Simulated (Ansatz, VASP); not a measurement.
## Two plane-wave programs on Ta

Contents of INCAR:

```
  ALGO = Normal
  DIPOL = 0.5 0.5 0.672
  EDIFF = 1E-6
  ENCUT = 400
  GGA_COMPAT = F
  IDIPOL = 3
  ISIF = 2
  ISMEAR = 1
  LASPH = T
  LCHARG = F
  LDIPOL = T
  LREAL = F
  LWAVE = F
  NBANDS = 30
  NELM = 120
  NELMDL = -8
  PREC = Accurate
  SIGMA = 0.1
```

File KPOINTS:

```
k-points
0
Gamma
  10 10 1
```

The input POSCAR:

```
Ta
1.0
    3.3286107723      0.0000000000      0.0000000000
    0.0000000000      3.3286107723      0.0000000000
    0.0000000000      0.0000000000     26.1674704459
Ta
4
Direct
    0.0000000000      0.0000000000      0.5856995773
    0.5000000000      0.5000000000      0.6408607584
    1.0000000000      0.0000000000      0.7036942767
    0.5000000000      0.5000000000      0.7560063488
```

Input for Ansatz:

```yaml
crystal:
  lattice:
    - [3.3286107732, 0.0, 0.0]
    - [0.0, 3.3286107732, 0.0]
    - [0.0, 0.0, 26.1674704474]
  atoms:
    - { symbol: Ta, position: [0.0, 0.0, 0.585698878] }
    - { symbol: Ta, position: [0.5, 0.5, 0.6408595708] }
    - { symbol: Ta, position: [1.0, 0.0, 0.7036927596] }
    - { symbol: Ta, position: [0.5, 0.5, 0.7560054899] }
basis:
  ecutwfc: 420
kpoints:
  mp_grid: { grid: [10, 10, 1] }
hamiltonian:
  xc: lda
  pseudopotentials: { kind: paw, azcp: { folder: soft_1 } }
scf:
  occupations: { method: methfessel_paxton, width: 0.1 }
  n_extra_bands: 8
  max_iter: 160
output:
  forces: true
  eigenvalues: true
  write_density: true
  write_potential: true
  elf: true
  volumetric_format: npy
efield:
  axis: 3
  dipole_correction: true
```

Alike in both runs: task single point; functional LDA; k mesh 10 × 10 × 1; occupations methfessel-paxton of order 1, width 0.1 eV; no spin polarisation.

```csv
,VASP,Ansatz
version,VASP 6.6.1,Ansatz 0.2.0
potentials or method,"VASP PAW LDA potentials, release 64 (Ta_pv), cutoff 400 eV","scalar-relativistic, plane waves, PAW"
valence electrons in the cell,44,52
```

```tsv
	VASP	Ansatz	Ansatz less VASP
gap on the k mesh at the Fermi level (eV)	none	none	-
rms of the force components (eV/Å)	0.170	0.170	-0.0002
```

Ansatz warns that its potentials were made for another functional, while VASP's fit it. LDA's correlation is that of Perdew and Zunger in VASP and of Perdew and Wang (1992) in Ansatz. Atom by atom the forces differ by 0.020 eV/Å (rms over components). A gap of «none» marks a metal or a gap that the smearing closes. VASP's potentials hold 44 valence electrons a cell and Ansatz's 52, so a difference there can come from the potentials and not from the codes. Ansatz's warnings: xc potential rough in thin density.

Neither program's run includes spin-orbit coupling.
